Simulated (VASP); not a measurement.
# TiO2 (C2/m) in VASP: settings compared

Aim: see how the results for TiO2 move with the level of theory and the settings. Levels: RPBE, revPBE+D4. Tasks: single point.

Program: VASP 6.6.1. These are calculated values, not measurements. Logs are shortened: lines on timing, memory, paths and dates and some standing lists are left out, and cuts for length are marked.

## (1) The cell of the first run

It takes space group C2/m (No. 12, monoclinic). The conventional cell has a = 12.469 Å, b = 3.817 Å, c = 6.703 Å, α = 90.00°, β = 106.95°, γ = 90.00°. Ti (site symmetry m) has 6 O at 1.89 to 2.19 Å within 2.5 Å. Within 2.4 Å of Ti (site symmetry m) lie 6 O at 1.80 to 2.37 Å. Within 2.6 Å of O (site symmetry m) lie 3 Ti at 1.97 to 2.06 Å and 2 O at 2.56 Å. Within 2.8 Å of O (site symmetry m) lie 4 Ti at 1.99 to 2.37 Å and 5 O at 2.56 to 2.74 Å. Within 2.4 Å of O (site symmetry m) lie 2 Ti at 1.80 to 1.89 Å. Within 3.1 Å of O (site symmetry m) lie 3 Ti at 1.89 to 2.19 Å and 10 O at 2.58 to 3.03 Å.

## (2) Single point, RPBE

The input, INCAR:

```
  ALGO = Normal
  EDIFF = 1E-7
  ENCUT = 520
  GGA = RP
  ISIF = 2
  ISMEAR = -1
  LASPH = T
  LCHARG = F
  LREAL = F
  LWAVE = F
  NBANDS = 60
  NELM = 80
  PREC = Accurate
  SIGMA = 0.05
```

The input, KPOINTS:

```
k-points
0
Gamma
  8 8 4
```

The input, POSCAR:

```
TiO2
1.0
    6.2345546003     -1.9082538226      0.0000000000
    6.2345546003      1.9082538226      0.0000000000
   -1.9537017297      0.0000000000      6.4122523021
Ti O
4 8
Direct
    0.9000710000      0.9000710000      0.2896020000
    0.1952860000      0.1952860000      0.2837620000
    0.0999290000      0.0999290000      0.7103980000
    0.8047140000      0.8047140000      0.7162380000
    0.3619310000      0.3619310000      0.2933970000
    0.2634885000      0.2634885000      0.6525000000
    0.8671885000      0.8671885000      0.9952910000
    0.7365115000      0.7365115000      0.3475000000
    0.9416475000      0.9416475000      0.6300210000
    0.1328115000      0.1328115000      0.0047090000
    0.6380690000      0.6380690000      0.7066030000
    0.0583525000      0.0583525000      0.3699790000
```

Potentials or basis: VASP PAW PBE potentials, release 64 (Ti_sv, O).

Launch:

```console
> cat potpaw_PBE.64/Ti_sv/POTCAR potpaw_PBE.64/O/POTCAR > POTCAR
> mpirun -np 1 vasp_std > vasp.out
```

OUTCAR:

```text
EDIFF = 1E-7
   ENCUT = 520
   GGA = RP
   ISIF = 2
   ISMEAR = -1
   LASPH = T
   LREAL = F
   NELM = 80
   PREC = Accurate

 ion  position               nearest neighbor table
   1  0.900  0.900  0.290-  12 1.89   7 1.89   5 1.97   5 1.97   8 2.18   9 2.19
   2  0.195  0.195  0.284-  10 1.80  12 1.96   8 1.99   8 1.99   5 2.06   6 2.37
   3  0.100  0.100  0.710-   9 1.89  10 1.89  11 1.97  11 1.97   6 2.18  12 2.19
   4  0.805  0.805  0.716-   7 1.80   9 1.96   6 1.99   6 1.99  11 2.06   8 2.37
   5  0.362  0.362  0.293-   1 1.97   1 1.97   2 2.06
   6  0.263  0.263  0.653-   4 1.99   4 1.99   3 2.18   2 2.37
   7  0.867  0.867  0.995-   4 1.80   1 1.89
   8  0.737  0.737  0.347-   2 1.99   2 1.99   1 2.18   4 2.37
   9  0.942  0.942  0.630-   3 1.89   4 1.96   1 2.19
  10  0.133  0.133  0.005-   2 1.80   3 1.89
  11  0.638  0.638  0.707-   3 1.97   3 1.97   4 2.06
  12  0.058  0.058  0.370-   1 1.89   2 1.96   3 2.19

  LATTYP: Found a base centered monoclinic cell.
 ALAT       =    12.4691092006
 B/A-ratio  =     0.3060770087
 C/A-ratio  =     0.5375907333
 COS(beta)  =    -0.2914546970

  Lattice vectors:

 A1 = (   6.2345546003,  -1.9082538226,   0.0000000000)
 A2 = (   6.2345546003,   1.9082538226,   0.0000000000)
 A3 = (  -1.9537017297,   0.0000000000,   6.4122523021)

Analysis of symmetry for initial positions (statically):
=====================================================================
 Subroutine PRICEL returns:
 Original cell was already a primitive cell.

 Routine SETGRP: Setting up the symmetry group for a
 base centered monoclinic supercell.

 Subroutine GETGRP returns: Found  4 space group operations
 (whereof  4 operations were pure point group operations)
 out of a pool of  4 trial point group operations.

The static configuration has the point symmetry C_2h.

Analysis of symmetry for dynamics (positions and initial velocities):
=====================================================================
 Subroutine PRICEL returns:
 Original cell was already a primitive cell.

 Routine SETGRP: Setting up the symmetry group for a
 base centered monoclinic supercell.

 Subroutine GETGRP returns: Found  4 space group operations
 (whereof  4 operations were pure point group operations)
 out of a pool of  4 trial point group operations.

The dynamic configuration has the point symmetry C_2h.

 Subroutine INISYM returns: Found  4 space group operations
 (whereof  4 operations are pure point group operations),
 and found     1 'primitive' translations

----------------------------------------------------------------------------------------

                                     Primitive cell

  volume of cell :     152.5746

  direct lattice vectors                    reciprocal lattice vectors
     6.234554600 -1.908253823  0.000000000     0.080198191 -0.262019651  0.024434994
     6.234554600  1.908253823  0.000000000     0.080198191  0.262019651  0.024434994
    -1.953701730  0.000000000  6.412252302     0.000000000  0.000000000  0.155951443

  length of vectors
     6.520053966  6.520053966  6.703277559     0.275105645  0.275105645  0.155951443

  position of ions in fractional coordinates (direct lattice)
     0.900071000  0.900071000  0.289602000
     0.195286000  0.195286000  0.283762000
     0.099929000  0.099929000  0.710398000
     0.804714000  0.804714000  0.716238000
     0.361931000  0.361931000  0.293397000
     0.263488500  0.263488500  0.652500000
     0.867188500  0.867188500  0.995291000
     0.736511500  0.736511500  0.347500000
     0.941647500  0.941647500  0.630021000
     0.132811500  0.132811500  0.004709000
     0.638069000  0.638069000  0.706603000
     0.058352500  0.058352500  0.369979000

  ion indices of the primitive-cell ions
   primitive index   ion index
                 1           1
                 2           2
                 3           3
                 4           4
                 5           5
                 6           6
                 7           7
                 8           8
                 9           9
                10          10
                11          11
                12          12

----------------------------------------------------------------------------------------

 KPOINTS: k-points

Automatic generation of k-mesh.
 Grid dimensions read from file:
 generate k-points for:    8    8    4

 Generating k-lattice:

  Cartesian coordinates                     Fractional coordinates (reciprocal lattice)
     0.010024774 -0.032752456  0.003054374     0.125000000  0.000000000  0.000000000
     0.010024774  0.032752456  0.003054374     0.000000000  0.125000000  0.000000000
     0.000000000  0.000000000  0.038987861     0.000000000  0.000000000  0.250000000

  Length of vectors
     0.034388206  0.034388206  0.038987861

  Shift w.r.t. Gamma in fractional coordinates (k-lattice)
     0.000000000  0.000000000  0.000000000

 Subroutine IBZKPT returns following result:
 ===========================================

 Found     78 irreducible k-points:

 Following reciprocal coordinates:
            Coordinates               Weight
  0.000000  0.000000  0.000000      1.000000
  0.125000  0.000000  0.000000      4.000000
  0.250000  0.000000  0.000000      4.000000
  0.375000 -0.000000  0.000000      4.000000
  0.500000  0.000000  0.000000      2.000000
  0.125000  0.125000  0.000000      2.000000
[... 16 lines left out ...]
  0.125000  0.000000  0.250000      4.000000
  0.250000  0.000000  0.250000      4.000000
 [... further k-points ...]
   k-points           NKPTS =     78   k-points in BZ     NKDIM =     78   number of bands    NBANDS=     60
   number of dos      NEDOS =    301   number of ions     NIONS =     12
   total plane-waves  NPLWV = 115200
   dimension x,y,z NGX =    48 NGY =   48 NGZ =   50
   dimension x,y,z NGXF=    96 NGYF=   96 NGZF=  100
   ions per type =               4   8
   NGX,Y,Z   is equivalent  to a cutoff of  12.24, 12.24, 12.40 a.u.
   NGXF,Y,Z  is equivalent  to a cutoff of  24.48, 24.48, 24.80 a.u.
 SYSTEM =  unknown system
   PREC   = accura    normal or accurate (medium, high low for compatibility)
   ISTART =      0    job   : 0-new  1-cont  2-samecut
   ICHARG =      2    charge: 1-file 2-atom 10-const
   ISPIN  =      1    spin polarized calculation?
   LNONCOLLINEAR =      F non collinear calculations
   LSORBIT =      F    spin-orbit coupling
   LASPH  =      T    aspherical Exc in radial PAW
   ENCUT  =  520.0 eV  38.22 Ry    6.18 a.u.  12.12 12.12 12.46*2*pi/ulx,y,z
   NELM   =     80;   NELMIN=  2; NELMDL= -5     # of ELM steps
   EDIFF  = 0.1E-06   stopping-criterion for ELM
   LREAL  =      F    real-space projection
   EDIFFG = 0.1E-05   stopping-criterion for IOM
   NSW    =      0    number of steps for IOM
   IBRION =     -1    ionic relax: 0-MD 1-quasi-New 2-CG
   NFREE  =      0    steps in history (QN), initial steepest desc. (CG)
   ISIF   =      2    stress and relaxation
   ISYM   =      2    0-nonsym 1-usesym 2-fastsym
   POTIM  = 0.5000    time-step for ionic-motion
   TEBEG  =    0.0;   TEEND  =   0.0 temperature during run
   PSTRESS=    0.0 pullay stress
   NELECT =      96.0000    total number of electrons
   NUPDOWN=      -1.0000    fix difference up-down
   EMIN   =  10.00;   EMAX   =-10.00  energy-range for DOS
   EFERMI =   0.00;   METHOD = LEGACY
   ISMEAR =    -1;   SIGMA  =   0.05  broadening in eV -4-tet -1-fermi 0-gaus
   EFERMI_NEDOS =   21; number of points for ismear=-14 and -15
   IALGO  =     38    algorithm
   IMIX   =      4    mixing-type and parameters
     AMIX     =   0.40;   BMIX     =  1.00
     AMIX_MAG =   1.60;   BMIX_MAG =  1.00
  volume/ion in A,a.u.               =      12.71        85.80
  Fermi-wavevector in a.u.,A,eV,Ry     =   1.402828  2.650961 26.775276  1.967927
  Thomas-Fermi vector in A             =   2.525551
   LORBIT       =      0    0 simple, 1 ext, 2 COOP (PROOUT), +10 PAW based schemes
   GGA     = RP    functional components
   LHFCALC =     F    Hartree Fock is set to
   AEXX    =    0.0000 exact exchange contribution
   IVDW    =     0    specifies the selected vdW correction
   LEPSILON=     F    determine dielectric tensor
   LRPA    =     F    only Hartree local field effects (RPA)
 non-spin polarized calculation
  energy-cutoff  :      520.00
  volume of cell :      152.57
 maximum number of plane-waves:      4126
   NGX = 25   NGY = 25   NGZ = 25

 number of electron      96.0000008 magnetization

 Free energy of the ion-electron system (eV)
  ---------------------------------------------------
  ext. energy  EPLUGINS =         0.00000000
  ---------------------------------------------------
  free energy    TOTEN  =      -103.09293733 eV

  energy without entropy =     -103.09293733  energy(sigma->0) =     -103.09293733

 E-fermi :   3.5739     XC(G=0):  -9.7696

 val. band max:        2.3512981367   @ k =  -0.3750   0.2500   0.5000
 cond. band min:       4.9758959543   @ k =   0.0000   0.0000   0.0000
 fundamental gap:      2.6245978177
 Fermi energy:         3.5739024915

 k-point     1 :       0.0000    0.0000    0.0000
  band No.  band energies     occupation
      1     -54.1675      2.00000
      2     -54.1585      2.00000
      3     -54.0707      2.00000
      4     -54.0656      2.00000
      5     -30.4403      2.00000
      6     -30.4014      2.00000
[... 52 lines left out ...]
     59       6.9401      0.00000
     60       7.0742      0.00000

 k-point     2 :       0.1250    0.0000    0.0000
  band No.  band energies     occupation
      1     -54.1671      2.00000
      2     -54.1581      2.00000
      3     -54.0704      2.00000
      4     -54.0656      2.00000
      5     -30.4384      2.00000
      6     -30.3998      2.00000
[... 1375 lines left out ...]
     59       6.7418      0.00000
     60       6.7798      0.00000

 k-point    24 :       0.2500    0.0000    0.2500
  band No.  band energies     occupation
      1     -54.1658      2.00000
      2     -54.1575      2.00000
      3     -54.0696      2.00000
      4     -54.0657      2.00000
      5     -30.4331      2.00000
      6     -30.3970      2.00000
[... 52 lines left out ...]
     59       6.6868      0.00000
     60       6.7247      0.00000

 [... further k-points ...]
[... 5 lines left out ...]
  --------------------------------------------------------------------------------------
  -------------------------------------------------------------------------------------
  Total       -3.3690464     -3.2292401     -3.7654897      0.0000000      0.0000000     -0.1997857
  in kB      -35.3781731    -33.9100744    -39.5412030      0.0000000      0.0000000     -2.0979383
  external PRESSURE =     -36.2764835 kB  Pullay stress =       0.0000000 kB

 VOLUME and BASIS-vectors are now :
 -----------------------------------------------------------------------------
  energy-cutoff  :      520.00
  volume of cell :      152.57
      direct lattice vectors                 reciprocal lattice vectors
     6.234554600 -1.908253823  0.000000000     0.080198191 -0.262019651  0.024434994
     6.234554600  1.908253823  0.000000000     0.080198191  0.262019651  0.024434994
    -1.953701730  0.000000000  6.412252302     0.000000000  0.000000000  0.155951443

 POSITION                                       TOTAL-FORCE (eV/Angst)
 -----------------------------------------------------------------------------------
     10.65729      0.00000      1.85700         0.134173      0.000000     -0.162237
      1.88066      0.00000      1.81955        -0.081391      0.000000     -0.394079
     -0.14188      0.00000      4.55525        -0.134173      0.000000      0.162237
      8.63475      0.00000      4.59270         0.081391      0.000000      0.394079
      3.93975      0.00000      1.88134        -0.097269      0.000000     -0.026062
      2.01068      0.00000      4.18399        -0.044537      0.000000      0.099825
      8.86857      0.00000      6.38206        -0.121500      0.000000     -0.180566
      8.50473      0.00000      2.22826         0.044537      0.000000     -0.099825
     10.51063      0.00000      4.03985         0.118802      0.000000      0.078454
      1.64684      0.00000      0.03020         0.121500      0.000000      0.180566
      6.57566      0.00000      4.53092         0.097269      0.000000      0.026062
      0.00478      0.00000      2.37240        -0.118802      0.000000     -0.078454
 -----------------------------------------------------------------------------------
    total drift:                               -0.000000     -0.000000      0.000000

  FREE ENERGIE OF THE ION-ELECTRON SYSTEM (eV)
  ---------------------------------------------------
  free  energy   TOTEN  =      -103.0929373341 eV

  energy  without entropy=     -103.0929373340  energy(sigma->0) =     -103.09293733
```

It took 24 min on 1 thread of Oxide Virtual Turin-like, shared host; peak memory 0.62 GiB.

What came out:

```
Free energy            : -103.0929 eV
Pressure               : -3.6 GPa
Largest force          : 0.402 eV/Å
Band gap on the k mesh : 2.62 eV (least direct gap 2.78 eV)
```

Forces in eV/Å, atoms in the order of the input:
```
Ti   0.134  0.000 -0.162
Ti  -0.081  0.000 -0.394
Ti  -0.134  0.000  0.162
Ti   0.081  0.000  0.394
O   -0.097  0.000 -0.026
O   -0.045  0.000  0.100
O   -0.121  0.000 -0.181
O    0.045  0.000 -0.100
O    0.119  0.000  0.078
O    0.121  0.000  0.181
O    0.097  0.000  0.026
O   -0.119  0.000 -0.078
```

Stress tensor (GPa, compression positive):
```
-3.54  0.00 -0.21
 0.00 -3.39  0.00
-0.21  0.00 -3.95
```

Levels at points of the mesh, in eV from the valence-band top:
| k point | band 45 | band 46 | band 47 | band 48 | band 49 | band 50 | band 51 | band 52 |
| --- | --- | --- | --- | --- | --- | --- | --- | --- |
| (0.00, 0.00, 0.00) | -0.73 | -0.72 | -0.35 | -0.16 | 2.62 | 2.94 | 3.14 | 3.17 |
| (0.50, 0.00, 0.00) | -0.82 | -0.47 | -0.20 | -0.12 | 2.97 | 3.02 | 3.40 | 3.45 |
| (0.50, 0.50, 0.00) | -0.84 | -0.63 | -0.38 | -0.11 | 2.75 | 2.79 | 3.27 | 3.32 |
| (0.00, 0.00, 0.50) | -0.68 | -0.66 | -0.56 | -0.41 | 2.73 | 2.97 | 3.13 | 3.21 |
| (0.50, 0.00, 0.50) | -0.66 | -0.51 | -0.08 | -0.01 | 3.01 | 3.05 | 3.27 | 3.46 |
| (0.50, 0.50, 0.50) | -0.80 | -0.43 | -0.20 | -0.20 | 2.86 | 2.95 | 3.10 | 3.24 |

Caveat: the cell stands under tension; the PAW data sets were made with another functional, which shifts forces and pressure a little. A k mesh can miss the band edges.

[end of part 1 of 2]
